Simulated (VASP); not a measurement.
# Ti2RuC3 (I4/mmm) in VASP: single point with PBE

Aim: the single point of Ti2RuC3 with PBE.

All numbers are computed with VASP 6.6.1; they aren't measurements. Logs are shortened: lines on timing, memory, paths and dates and some standing lists are left out, and cuts for length are marked.

### Step 1. The cell of the first run

The structure is tetragonal, space group I4/mmm (No. 139). Conventional cell: a = 3.055 Å, b = 3.055 Å, c = 12.902 Å, α = 90.00°, β = 90.00°, γ = 90.00°. Within 2.8 Å of Ti (site symmetry 4mm) lie 6 C at 2.14 to 2.16 Å. Ru (site symmetry 4/mmm) has 6 C at 2.15 to 2.16 Å within 2.9 Å. C (site symmetry 4mm) has 5 Ti at 2.14 to 2.16 Å and 1 Ru at 2.15 Å within 2.8 Å. Within 2.9 Å of C (site symmetry 4/mmm) lie 4 Ru at 2.16 Å and 2 Ti at 2.16 Å.

### Step 2. Single point, PBE, collinear spin, ferromagnetic start

File INCAR:

```
ALGO     = Normal         # electronic algorithm
EDIFF    = 1E-6           # SCF threshold, eV
ENCUT    = 520            # plane-wave cutoff, eV
GGA      = PE             # functional
ISIF     = 2              # what is computed and relaxed
ISMEAR   = 0              # smearing method
ISPIN    = 2              # spin polarisation
LASPH    = True           # aspherical terms in the spheres
LCHARG   = False          # write CHGCAR
LMAXMIX  = 4              # l up to which the mixer works
LORBIT   = 11             # projections on sites
LREAL    = False          # projectors in reciprocal space
LWAVE    = False          # write WAVECAR
MAGMOM   = 1 1 1 0 0 0    # initial moments
NBANDS   = 38             # bands
NELM     = 150            # most SCF steps
PREC     = Accurate       # precision mode
SIGMA    = 0.1            # smearing width, eV
```

File KPOINTS:

```
k-points
0
Gamma
  8 8 8
```

File POSCAR:

```
Ti2RuC3
1.0
   -1.5274643460      1.5274643460      6.4511224888
    1.5274643460     -1.5274643460      6.4511224888
    1.5274643460      1.5274643460     -6.4511224888
Ti Ru C
2 1 3
Direct
    0.6674974501      0.6674974501      0.0000000000
    0.3325025499      0.3325025499      0.0000000000
    0.0000000000      0.0000000000      0.0000000000
    0.8330311454      0.8330311454      0.0000000000
    0.1669688546      0.1669688546      0.0000000000
    0.5000000000      0.5000000000      0.0000000000
```

Potentials or basis: VASP PAW PBE potentials, release 64 (Ti_sv, Ru_pv, C).

Run with:

```console
$ cat potpaw_PBE.64/Ti_sv/POTCAR potpaw_PBE.64/Ru_pv/POTCAR potpaw_PBE.64/C/POTCAR > POTCAR
$ mpirun -np 1 vasp_std > vasp.out
```

OUTCAR:

```text
EDIFF = 1E-6
   ENCUT = 520
   GGA = PE
   ISIF = 2
   ISMEAR = 0
   ISPIN = 2
   LASPH = True
   LORBIT = 11
   LREAL = False
   NELM = 150
   PREC = Accurate

 ion  position               nearest neighbor table
   1  0.667  0.667  0.000-   4 2.14   5 2.16   5 2.16   5 2.16   5 2.16   6 2.16   3 3.06   3 3.06
                             3 3.06   3 3.06
   2  0.333  0.333  0.000-   5 2.14   4 2.16   4 2.16   4 2.16   4 2.16   6 2.16   3 3.06   3 3.06
                             3 3.06   3 3.06
   3  0.000  0.000  0.000-   4 2.15   5 2.15   6 2.16   6 2.16   6 2.16   6 2.16   2 3.06   1 3.06
                             2 3.06   1 3.06   2 3.06   1 3.06   2 3.06   1 3.06
   4  0.833  0.833  0.000-   1 2.14   3 2.15   2 2.16   2 2.16   2 2.16   2 2.16
   5  0.167  0.167  0.000-   2 2.14   3 2.15   1 2.16   1 2.16   1 2.16   1 2.16
   6  0.500  0.500  0.000-   3 2.16   3 2.16   3 2.16   3 2.16   2 2.16   1 2.16

  LATTYP: Found a body centered tetragonal cell.
 ALAT       =     3.0549286920
 C/A-ratio  =     4.2234193588

  Lattice vectors:

 A1 = (  -1.5274643460,   1.5274643460,   6.4511224888)
 A2 = (   1.5274643460,  -1.5274643460,   6.4511224888)
 A3 = (   1.5274643460,   1.5274643460,  -6.4511224888)

Analysis of symmetry for initial positions (statically):
=====================================================================
 Subroutine PRICEL returns:
 Original cell was already a primitive cell.

 Routine SETGRP: Setting up the symmetry group for a
 body centered tetragonal supercell.

 Subroutine GETGRP returns: Found 16 space group operations
 (whereof 16 operations were pure point group operations)
 out of a pool of 16 trial point group operations.

The static configuration has the point symmetry D_4h.

Analysis of symmetry for dynamics (positions and initial velocities):
=====================================================================
 Subroutine PRICEL returns:
 Original cell was already a primitive cell.

 Routine SETGRP: Setting up the symmetry group for a
 body centered tetragonal supercell.

 Subroutine GETGRP returns: Found 16 space group operations
 (whereof 16 operations were pure point group operations)
 out of a pool of 16 trial point group operations.

The dynamic configuration has the point symmetry D_4h.

Analysis of structural, dynamic, and magnetic symmetry:
=====================================================================
 Subroutine PRICEL returns:
 Original cell was already a primitive cell.

 Routine SETGRP: Setting up the symmetry group for a
[... 152 lines left out ...]

 number of electron      50.0000002 magnetization      -0.0024763

 number of electron      50.0000002 magnetization       0.0030195

 Free energy of the ion-electron system (eV)
  ---------------------------------------------------
  ext. energy  EPLUGINS =         0.00000000
  ---------------------------------------------------
  free energy    TOTEN  =       -54.09156822 eV

  energy without entropy =      -54.07731482  energy(sigma->0) =      -54.08444152

 E-fermi :  10.4309     XC(G=0): -13.0711

 val. band max:       10.4151137985   @ k =  -0.3750  -0.3750   0.2500
 cond. band min:      10.4494410388   @ k =   0.2500   0.2500   0.2500
 fundamental gap:      0.0343272403
 Fermi energy:        10.4309326789

 spin component 1

 k-point     1 :       0.0000    0.0000    0.0000
  band No.  band energies     occupation
      1     -46.3281      1.00000
      2     -46.2735      1.00000
      3     -33.0288      1.00000
      4     -32.8980      1.00000
      5     -32.8980      1.00000
      6     -22.8062      1.00000
[... 949 lines left out ...]
     36      16.4758      0.00000
     37      16.6960      0.00000

 [... further k-points ...]

 spin component 2

 k-point     1 :       0.0000    0.0000    0.0000
  band No.  band energies     occupation
      1     -46.3280      1.00000
      2     -46.2734      1.00000
      3     -33.0274      1.00000
      4     -32.8949      1.00000
      5     -32.8949      1.00000
      6     -22.8061      1.00000
[... 949 lines left out ...]
     36      16.4761      0.00000
     37      16.6961      0.00000

 [... further k-points ...]

 [bands above 37 left out]

------------------------ aborting loop because EDIFF is reached ----------------------------------------

  FORCE on cell =-STRESS in cart. coord.  units (eV):
  Direction    XX          YY          ZZ          XY          YZ          ZX
  --------------------------------------------------------------------------------------
  -------------------------------------------------------------------------------------
  Total       -0.0008460     -0.0008460     -0.0696590      0.0000000     -0.0000000      0.0000000
  in kB       -0.0225125     -0.0225125     -1.8537479      0.0000000     -0.0000000      0.0000000
  external PRESSURE =      -0.6329243 kB  Pullay stress =       0.0000000 kB

 VOLUME and BASIS-vectors are now :
 -----------------------------------------------------------------------------
  energy-cutoff  :      520.00
  volume of cell :       60.21
      direct lattice vectors                 reciprocal lattice vectors
    -1.527464346  1.527464346  6.451122489     0.000000000  0.327339883  0.077505892
     1.527464346 -1.527464346  6.451122489     0.327339883  0.000000000  0.077505892
     1.527464346  1.527464346 -6.451122489     0.327339883  0.327339883  0.000000000

 POSITION                                       TOTAL-FORCE (eV/Angst)
 -----------------------------------------------------------------------------------
      0.00000      0.00000      8.61222         0.000000      0.000000      0.045699
      0.00000      0.00000      4.29003         0.000000      0.000000     -0.045699
      0.00000      0.00000      0.00000        -0.000000     -0.000000      0.000000
      0.00000      0.00000     10.74797        -0.000000     -0.000000      0.035973
      0.00000      0.00000      2.15427         0.000000      0.000000     -0.035973
      0.00000      0.00000      6.45112        -0.000000     -0.000000      0.000000
 -----------------------------------------------------------------------------------
    total drift:                               -0.000000     -0.000000      0.000000

  FREE ENERGIE OF THE ION-ELECTRON SYSTEM (eV)
  ---------------------------------------------------
  free  energy   TOTEN  =       -54.0915682231 eV

  energy  without entropy=      -54.0773148184  energy(sigma->0) =      -54.08444152

 total charge

# of ion       s       p       d       tot
------------------------------------------
    1        2.192   6.242   1.990  10.424
    2        2.192   6.242   1.990  10.424
    3        0.327   6.341   5.976  12.644
    4        0.891   1.508   0.000   2.400
    5        0.891   1.508   0.000   2.400
    6        0.886   1.457   0.000   2.342
--------------------------------------------------
tot          7.380  23.299   9.955  40.634

 magnetization (x)

# of ion       s       p       d       tot
------------------------------------------
    1       -0.000  -0.000   0.000   0.000
    2       -0.000  -0.000   0.000   0.000
    3        0.000   0.000   0.003   0.004
    4       -0.000  -0.000   0.000  -0.000
    5       -0.000  -0.000   0.000  -0.000
    6       -0.000  -0.000   0.000  -0.000
--------------------------------------------------
tot          0.000  -0.000   0.004   0.003
```

Wall time 24 min (1 thread of Intel Xeon 6975P-C (Granite Rapids), shared host); peak memory 0.62 GiB.

What came out:

```yaml
Free_energy: -54.0916 eV
Pressure: -0.1 GPa
Largest_force: 0.046 eV/Å
Band_gap_on_the_k_mesh: zero (filled and empty bands overlap)
Net_moment: 0.00 μB per cell
Valence_electrons_inside_the_program's_atomic_spheres: Ti 10.42; Ru 12.64; C 2.40, 2.34 (each value once)
```

Forces on the atoms (eV/Å):
```
Ti   0.000  0.000  0.046
Ti   0.000  0.000 -0.046
Ru   0.000  0.000  0.000
C    0.000  0.000  0.036
C    0.000  0.000 -0.036
C    0.000  0.000  0.000
```
